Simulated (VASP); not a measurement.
Set up this calculation in VASP 6.6.1, as the native input.

```yaml
Task: single point
Functional: LDA
Potentials_or_basis: VASP PAW LDA potentials, release 64 (Ta_pv)
Cutoff: 520 eV
k_mesh: 15 × 15 × 9
Occupations: fermi-dirac, width 0.08 eV
Spin: no spin polarisation
Dipole_correction: no
Further_INCAR_settings: ALGO = Normal; EDIFF = 1e-06; NBANDS = 18
```

The structure of Ta lies in POSCAR:

```
Ta
1.0
   -1.6266100770      1.6266100770      1.6266100770
    1.6266100770     -1.6266100770      1.6266100770
    3.2532201540      3.2532201540      0.0000000000
Ta
2
Direct
    0.0000000000      0.0000000000      0.0000000000
    0.5000000000      0.5000000000      0.5000000000
```

One way to write it, as run:

INCAR

```
PREC = Accurate
ENCUT = 520
EDIFF = 1E-6
ISMEAR = -1
SIGMA = 0.08
LREAL = False
LASPH = True
NELM = 100
ALGO = Normal
ISIF = 2
LWAVE = False
LCHARG = False
NBANDS = 18
```

KPOINTS

```
regular mesh
0
Gamma
  15 15 9
```

Potentials or basis: VASP PAW LDA potentials, release 64 (Ta_pv).

Run with:

```bash
$ cat potpaw_LDA.64/Ta_pv/POTCAR > POTCAR
$ mpirun -np 1 vasp_std > vasp.out
```

It gave:

```yaml
Pressure: 0.9 GPa
Band_gap_on_the_k_mesh: zero (bands 11 and 12 overlap by 3.07 eV)
```

Caveat: spin-orbit coupling is left out, which moves the levels of the heavy elements.

Run time: 91 s on 1 thread of Intel(R) Xeon(R) Platinum 8259CL CPU @ 2.50GHz (Skylake/Cascade Lake), with other jobs on the host, peak memory 0.26 GiB.
